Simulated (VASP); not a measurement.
## Pd: single point with RPBE

The system is Pd.

```
Pd
1.0
     3.08115    0.00000    0.00000
     0.00000    3.08115    0.00000
     0.00000    0.00000    3.08115
Pd
2
Direct
  0.00000 0.00000 0.00000
  0.50000 0.50000 0.50000
```

This isn't the form of Pd at room conditions, which is fcc.

| Quantity | Value |
| --- | --- |
| Program | VASP 6.6.1 |
| Task | single point |
| Functional | RPBE |
| Potentials or basis | VASP PAW PBE potentials, release 64 (Pd) |
| Cutoff | 520 eV |
| k mesh | 11 × 11 × 11 |
| Occupations | fermi-dirac, width 0.05 eV |
| Spin | collinear spin |
| Starting moments | [0.5, -0.5] μB |
| Dipole correction | no |
| Further INCAR settings | ALGO = Normal; EDIFF = 1e-06; NBANDS = 21 |

The pressure is 14.8 GPa and the band gap on the k mesh is zero (filled and empty bands overlap). The net moment is 0.00 μB per cell and the valence electrons inside the program's atomic spheres are Pd 9.48.

Levels at points of the mesh, in eV from the Fermi level:
Spin up:
| k point | band 6 | band 7 | band 8 | band 9 | band 10 | band 11 | band 12 | band 13 | band 14 | band 15 |
| --- | --- | --- | --- | --- | --- | --- | --- | --- | --- | --- |
| (0.00, 0.00, 0.00) | -3.00 | -0.99 | -0.99 | 0.22 | 0.22 | 0.22 | 9.33 | 9.33 | 9.33 | 17.79 |
Spin down:
| k point | band 6 | band 7 | band 8 | band 9 | band 10 | band 11 | band 12 | band 13 | band 14 | band 15 |
| --- | --- | --- | --- | --- | --- | --- | --- | --- | --- | --- |
| (0.00, 0.00, 0.00) | -3.00 | -0.99 | -0.99 | 0.22 | 0.22 | 0.22 | 9.33 | 9.33 | 9.33 | 17.79 |

Run time: 63 s on 1 thread of Intel Xeon 8259CL, on a shared host, peak memory 0.18 GiB.

Caveat: the cell stands under pressure; the PAW data sets were made with another functional, which shifts forces and pressure a little.
